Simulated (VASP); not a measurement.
Runs of VASP 6.6.1 on SnO2. The structure is that of space group Pa-3 (No. 205), or close to it. The cells are those of the table. 

```csv
task,level,potentials or basis,cell,k mesh,cutoff (eV),gap on the mesh (eV),pressure (GPa),largest force (eV/Å)
single point,PBE,"VASP PAW PBE potentials, release 64 (Sn_d, O)","a = 5.170 Å, 12 atoms",5 × 5 × 5,520,0.59,0.6,-
single point,LDA,"VASP PAW LDA potentials, release 64 (Sn_d, O)","a = 5.175 Å, 12 atoms",5 × 5 × 5,520,0.50,(a),0.04
relaxation of cell and atoms,PBE,"VASP PAW PBE potentials, release 64 (Sn_d, O)","relaxed from a = 5.175 Å, 12 atoms",5 × 5 × 5,600,0.57,0.0,0.01
single point,PBEsol,"VASP PAW PBE potentials, release 64 (Sn_d, O)","a = 5.175 Å, 12 atoms",4 × 4 × 4,520,0.50,(b),0.02
single point,r2SCAN,"VASP PAW PBE potentials, release 64 (Sn_d, O)","a = 5.175 Å, 12 atoms",4 × 4 × 4,520,1.15,-8.1,0.01
```

Alike in all rows: no spin polarisation; smearing fermi-dirac 0.05 eV.

Task: Fill in the values left out.

Result: (a) -11.7; (b) -6.6.

Caveats: spin-orbit coupling is left out, which moves the levels of the heavy elements; the PAW data sets were made with another functional, which shifts forces and pressure a little (some runs).

A k mesh can miss the band edges, and the runs leave out spin-orbit coupling on Sn.
